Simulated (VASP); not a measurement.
Input of a VASP 6.6.1 run:

INCAR

```
SYSTEM = Lu3BeH3
PREC = Accurate
ENCUT = 600
EDIFF = 1E-6
ISMEAR = 0
SIGMA = 0.1
LREAL = .False.
LASPH = .True.
NELM = 60
ALGO = Normal
ISIF = 3
LWAVE = .False.
LCHARG = .False.
GGA = PE
IBRION = 2
NSW = 90
EDIFFG = -0.04
```

File KPOINTS:

```
Automatic mesh
0
Gamma
  4 4 4
  0 0 0
```

The input POSCAR:

```
Lu3BeH3
1.0
    6.0941309500      0.0000000000      0.0000000000
    0.0000000000      6.0941309500      0.0000000000
    0.0000000000      0.0000000000      6.0941309500
Lu Be H
3 1 3
Direct
    0.5000000000      0.0000000000      0.0000000000
    0.0000000000      0.5000000000      0.0000000000
    0.0000000000      0.0000000000      0.5000000000
    0.0000000000      0.0000000000      0.0000000000
    0.0000000000      0.5000000000      0.5000000000
    0.5000000000      0.0000000000      0.5000000000
    0.5000000000      0.5000000000      0.0000000000
```

Potentials or basis: VASP PAW PBE potentials, release 64 (Lu, Be, H).

The run is started by

```bash
$ cat potpaw_PBE.64/Lu/POTCAR potpaw_PBE.64/Be/POTCAR potpaw_PBE.64/H/POTCAR > POTCAR
$ mpirun -np 1 vasp_std > vasp.out
```

(1) Predict the relaxed cell.

(2) What does it give for the space group after relaxing (to 0.1 Å)?

Answers

(1) a = 5.039 Å, b = 5.039 Å, c = 5.039 Å, α = 90.00°, β = 90.00°, γ = 90.00°.

(2) Pm-3m (No. 221).
